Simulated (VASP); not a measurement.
# Rh (Im-3m) in VASP: a series of runs

The runs below take Rh through single point, with PBE.

All numbers are computed with VASP 6.6.1; they aren't measurements. Logs are shortened: lines on timing, memory, paths and dates and some standing lists are left out, and cuts for length are marked.

## Step 1: The cell of the first run

Symmetry: Im-3m, No. 229, cubic system. The conventional cell has a = 3.020 Å, b = 3.020 Å, c = 3.020 Å, α = 90.00°, β = 90.00°, γ = 90.00°. Within 3.4 Å of Rh (site symmetry m-3m) lie 14 Rh at 2.62 to 3.02 Å.

## Step 2: Single point, PBE (volume scaled by 0.95)

Input file INCAR:

```
SYSTEM = Rh
PREC = Accurate
ENCUT = 520
EDIFF = 1E-6
ISMEAR = -1
SIGMA = 0.1
LREAL = .False.
LASPH = .True.
NELM = 100
ALGO = Normal
ISIF = 2
LWAVE = .False.
LCHARG = .False.
GGA = PE
NBANDS = 14
```

Input file KPOINTS:

```
regular mesh
0
Gamma
  17 17 17
  0 0 0
```

Input file POSCAR:

```
Rh
1.0
   -1.5098902821      1.5098902821      1.5098902821
    1.5098902821     -1.5098902821      1.5098902821
    1.5098902821      1.5098902821     -1.5098902821
Rh
1
Direct
    0.0000000000      0.0000000000      0.0000000000
```

Potentials or basis: VASP PAW PBE potentials, release 64 (Rh_pv).

Started as:

```console
cat potpaw_PBE.64/Rh_pv/POTCAR > POTCAR
mpirun -np 1 vasp_std > vasp.out
```

OUTCAR:

```text
SYSTEM = Rh
   PREC = Accurate
   ENCUT = 520
   EDIFF = 1E-6
   ISMEAR = -1
   LREAL = .False.
   LASPH = .True.
   NELM = 100
   ISIF = 2
   GGA = PE

 ion  position               nearest neighbor table
   1  0.000  0.000  0.000-

  LATTYP: Found a body centered cubic cell.
 ALAT       =     3.0197805642

  Lattice vectors:

 A1 = (  -1.5098902821,   1.5098902821,   1.5098902821)
 A2 = (   1.5098902821,  -1.5098902821,   1.5098902821)
 A3 = (   1.5098902821,   1.5098902821,  -1.5098902821)

Analysis of symmetry for initial positions (statically):
=====================================================================
 Subroutine PRICEL returns:
 Original cell was already a primitive cell.

 Routine SETGRP: Setting up the symmetry group for a
 body centered cubic supercell.

 Subroutine GETGRP returns: Found 48 space group operations
 (whereof 48 operations were pure point group operations)
 out of a pool of 48 trial point group operations.

The static configuration has the point symmetry O_h .

Analysis of symmetry for dynamics (positions and initial velocities):
=====================================================================
 Subroutine PRICEL returns:
 Original cell was already a primitive cell.

 Routine SETGRP: Setting up the symmetry group for a
 body centered cubic supercell.

 Subroutine GETGRP returns: Found 48 space group operations
 (whereof 48 operations were pure point group operations)
 out of a pool of 48 trial point group operations.

The dynamic configuration has the point symmetry O_h .

 Subroutine INISYM returns: Found 48 space group operations
 (whereof 48 operations are pure point group operations),
 and found     1 'primitive' translations

----------------------------------------------------------------------------------------

                                     Primitive cell

  volume of cell :      13.7688

  direct lattice vectors                    reciprocal lattice vectors
    -1.509890282  1.509890282  1.509890282     0.000000000  0.331149889  0.331149889
     1.509890282 -1.509890282  1.509890282     0.331149889  0.000000000  0.331149889
     1.509890282  1.509890282 -1.509890282     0.331149889  0.331149889  0.000000000

  length of vectors
     2.615206682  2.615206682  2.615206682     0.468316665  0.468316665  0.468316665

  position of ions in fractional coordinates (direct lattice)
     0.000000000  0.000000000  0.000000000

  ion indices of the primitive-cell ions
   primitive index   ion index
                 1           1

----------------------------------------------------------------------------------------

 KPOINTS: regular mesh

Automatic generation of k-mesh.
 Grid dimensions read from file:
 generate k-points for:   17   17   17

 Generating k-lattice:

  Cartesian coordinates                     Fractional coordinates (reciprocal lattice)
     0.000000000  0.019479405  0.019479405     0.058823529  0.000000000  0.000000000
     0.019479405  0.000000000  0.019479405     0.000000000  0.058823529  0.000000000
     0.019479405  0.019479405  0.000000000     0.000000000  0.000000000  0.058823529

  Length of vectors
     0.027548039  0.027548039  0.027548039

  Shift w.r.t. Gamma in fractional coordinates (k-lattice)
     0.000000000  0.000000000  0.000000000

 Subroutine IBZKPT returns following result:
 ===========================================

 Found    165 irreducible k-points:

 Following reciprocal coordinates:
            Coordinates               Weight
  0.000000  0.000000  0.000000      1.000000
  0.058824  0.000000  0.000000     12.000000
  0.117647  0.000000  0.000000     12.000000
  0.176471  0.000000  0.000000     12.000000
  0.235294  0.000000  0.000000     12.000000
  0.294118  0.000000  0.000000     12.000000
[... 16 lines left out ...]
  0.411765  0.117647  0.000000     48.000000
  0.176471  0.176471  0.000000     24.000000
 [... further k-points ...]
   k-points           NKPTS =    165   k-points in BZ     NKDIM =    165   number of bands    NBANDS=     14
   number of dos      NEDOS =    301   number of ions     NIONS =      1
   total plane-waves  NPLWV =   8000
   dimension x,y,z NGX =    20 NGY =   20 NGZ =   20
   dimension x,y,z NGXF=    40 NGYF=   40 NGZF=   40
   ions per type =               1
   NGX,Y,Z   is equivalent  to a cutoff of  12.71, 12.71, 12.71 a.u.
   NGXF,Y,Z  is equivalent  to a cutoff of  25.43, 25.43, 25.43 a.u.
 SYSTEM =  Rh
   PREC   = accura    normal or accurate (medium, high low for compatibility)
   ISTART =      0    job   : 0-new  1-cont  2-samecut
   ICHARG =      2    charge: 1-file 2-atom 10-const
   ISPIN  =      1    spin polarized calculation?
   LNONCOLLINEAR =      F non collinear calculations
   LSORBIT =      F    spin-orbit coupling
   LASPH  =      T    aspherical Exc in radial PAW
   ENCUT  =  520.0 eV  38.22 Ry    6.18 a.u.   4.86  4.86  4.86*2*pi/ulx,y,z
   NELM   =    100;   NELMIN=  2; NELMDL= -5     # of ELM steps
   EDIFF  = 0.1E-05   stopping-criterion for ELM
   LREAL  =      F    real-space projection
   EDIFFG = 0.1E-04   stopping-criterion for IOM
   NSW    =      0    number of steps for IOM
   IBRION =     -1    ionic relax: 0-MD 1-quasi-New 2-CG
   NFREE  =      0    steps in history (QN), initial steepest desc. (CG)
   ISIF   =      2    stress and relaxation
   ISYM   =      2    0-nonsym 1-usesym 2-fastsym
   POTIM  = 0.5000    time-step for ionic-motion
   TEBEG  =    0.0;   TEEND  =   0.0 temperature during run
   PSTRESS=    0.0 pullay stress
   NELECT =      15.0000    total number of electrons
   NUPDOWN=      -1.0000    fix difference up-down
   EMIN   =  10.00;   EMAX   =-10.00  energy-range for DOS
   EFERMI =   0.00;   METHOD = LEGACY
   ISMEAR =    -1;   SIGMA  =   0.10  broadening in eV -4-tet -1-fermi 0-gaus
   EFERMI_NEDOS =   21; number of points for ismear=-14 and -15
   IALGO  =     38    algorithm
   IMIX   =      4    mixing-type and parameters
     AMIX     =   0.40;   BMIX     =  1.00
     AMIX_MAG =   1.60;   BMIX_MAG =  1.00
  volume/ion in A,a.u.               =      13.77        92.92
  Fermi-wavevector in a.u.,A,eV,Ry     =   1.684508  3.183259 38.607467  2.837569
  Thomas-Fermi vector in A             =   2.767518
   LORBIT       =      0    0 simple, 1 ext, 2 COOP (PROOUT), +10 PAW based schemes
   GGA     = PE    functional components
   LHFCALC =     F    Hartree Fock is set to
   AEXX    =    0.0000 exact exchange contribution
   IVDW    =     0    specifies the selected vdW correction
   LEPSILON=     F    determine dielectric tensor
   LRPA    =     F    only Hartree local field effects (RPA)
 non-spin polarized calculation
  energy-cutoff  :      520.00
  volume of cell :       13.77
 maximum number of plane-waves:       379
   NGX =  9   NGY =  9   NGZ =  9

 number of electron      14.9999993 magnetization

 Free energy of the ion-electron system (eV)
  ---------------------------------------------------
  ext. energy  EPLUGINS =         0.00000000
  ---------------------------------------------------
  free energy    TOTEN  =        -6.91788828 eV

  energy without entropy =       -6.84972320  energy(sigma->0) =       -6.88380574

 E-fermi :  11.7128     XC(G=0): -14.0029

 val. band max:       11.7044364796   @ k =  -0.2941   0.2941   0.0588
 cond. band min:      11.7191360315   @ k =   0.4118   0.1176   0.0588
 fundamental gap:      0.0146995520
 Fermi energy:        11.7127793863

 k-point     1 :       0.0000    0.0000    0.0000
  band No.  band energies     occupation
      1     -34.3373      2.00000
      2     -34.3373      2.00000
      3     -34.3373      2.00000
      4       3.9375      2.00000
      5       8.7393      2.00000
      6       8.7393      2.00000
      7       8.7393      2.00000
      8      11.2349      1.98333
      9      11.2349      1.98333
     10      30.2115      0.00000
     11      30.2115      0.00000
     12      30.2115      0.00000
     13      32.7245      0.00000
     14      40.4416      0.00000

 k-point     2 :       0.0588    0.0000    0.0000
  band No.  band energies     occupation
      1     -34.3634      2.00000
      2     -34.3459      2.00000
      3     -34.3373      2.00000
      4       4.0852      2.00000
      5       8.6786      2.00000
      6       8.7383      2.00000
      7       8.8579      2.00000
      8      11.1578      1.99225
      9      11.2390      1.98264
     10      30.2739      0.00000
     11      30.2897      0.00000
     12      30.4251      0.00000
     13      32.7244      0.00000
     14      39.2270      0.00000

 k-point     3 :       0.1176    0.0000    0.0000
  band No.  band energies     occupation
      1     -34.4379      2.00000
      2     -34.3705      2.00000
      3     -34.3374      2.00000
      4       4.5070      2.00000
      5       8.5087      2.00000
      6       8.7282      2.00000
      7       9.2069      2.00000
      8      10.9811      1.99867
      9      11.2535      1.97995
     10      30.3515      0.00000
     11      30.3547      0.00000
     12      31.0458      0.00000
     13      32.7240      0.00000
     14      37.6560      0.00000
[... 324 lines left out ...]
 k-point    23 :       0.4118    0.1176    0.0000
  band No.  band energies     occupation
      1     -35.0441      2.00000
      2     -34.6146      2.00000
      3     -34.3741      2.00000
      4       6.1066      2.00000
      5       7.3159      2.00000
      6      10.5268      1.99999
      7      11.1178      1.99480
      8      12.2046      0.01452
      9      15.3232      0.00000
     10      21.3411      0.00000
     11      26.3268      0.00000
     12      29.3890      0.00000
     13      32.7261      0.00000
     14      37.0600      0.00000

 k-point    24 :       0.1765    0.1765    0.0000
  band No.  band energies     occupation
      1     -34.8126      2.00000
      2     -34.4971      2.00000
      3     -34.3855      2.00000
      4       6.5613      2.00000
      5       7.9765      2.00000
      6       8.2563      2.00000
      7      10.6207      1.99996
      8      11.5520      1.66629
      9      12.2583      0.00851
     10      27.6171      0.00000
     11      27.9642      0.00000
     12      32.3466      0.00000
     13      32.7421      0.00000
     14      33.2207      0.00000

 [... further k-points ...]

------------------------ aborting loop because EDIFF is reached ----------------------------------------

  FORCE on cell =-STRESS in cart. coord.  units (eV):
  Direction    XX          YY          ZZ          XY          YZ          ZX
  --------------------------------------------------------------------------------------
  -------------------------------------------------------------------------------------
  Total        1.1663310      1.1663310      1.1663310      0.0000000      0.0000000      0.0000000
  in kB      135.7176170    135.7176170    135.7176170      0.0000000      0.0000000      0.0000000
  external PRESSURE =     135.7176170 kB  Pullay stress =       0.0000000 kB

 VOLUME and BASIS-vectors are now :
 -----------------------------------------------------------------------------
  energy-cutoff  :      520.00
  volume of cell :       13.77
      direct lattice vectors                 reciprocal lattice vectors
    -1.509890282  1.509890282  1.509890282     0.000000000  0.331149889  0.331149889
     1.509890282 -1.509890282  1.509890282     0.331149889  0.000000000  0.331149889
     1.509890282  1.509890282 -1.509890282     0.331149889  0.331149889  0.000000000

 POSITION                                       TOTAL-FORCE (eV/Angst)
 -----------------------------------------------------------------------------------
      0.00000      0.00000      0.00000         0.000000     -0.000000      0.000000
 -----------------------------------------------------------------------------------
    total drift:                                0.000000     -0.000000      0.000000

  FREE ENERGIE OF THE ION-ELECTRON SYSTEM (eV)
  ---------------------------------------------------
  free  energy   TOTEN  =        -6.9178882791 eV

  energy  without entropy=       -6.8497231986  energy(sigma->0) =       -6.88380574
```

Run time: 9.7 s. Hardware: 1 thread of Intel Xeon 6975P-C (Granite Rapids), shared host; peak memory 0.14 GiB.

Results:

- Free energy: -6.9179 eV
- Pressure: 13.6 GPa

## Step 3: Single point, PBE (volume scaled by 0.95)

Input file INCAR:

```
ALGO = Normal ; EDIFF = 1E-6
ENCUT = 520 ; GGA = PE
ISIF = 2 ; ISMEAR = -1
LASPH = True ; LCHARG = False
LREAL = False ; LWAVE = False
NBANDS = 14 ; NELM = 80
PREC = Accurate ; SIGMA = 0.1
```

Input file KPOINTS:

```
k-points
0
Gamma
  17 17 17
```

POSCAR is that of step 2.

Potentials or basis: VASP PAW PBE potentials, release 64 (Rh_pv).

Started as:

```console
cat potpaw_PBE.64/Rh_pv/POTCAR > POTCAR
mpirun -np 1 vasp_std > vasp.out
```

Wall time 9.9 s (1 thread of Intel Xeon 6975P-C (Granite Rapids), shared host); peak memory 0.14 GiB.

Results (log left out):

```
Free energy : -6.9179 eV
Pressure    : 13.6 GPa
```

Levels at points of the mesh, in eV from the Fermi level:
| k point | band 5 | band 6 | band 7 | band 8 | band 9 | band 10 | band 11 | band 12 |
| --- | --- | --- | --- | --- | --- | --- | --- | --- |
| (0.00, 0.00, 0.00) | -2.97 | -2.97 | -2.97 | -0.48 | -0.48 | 18.50 | 18.50 | 18.50 |
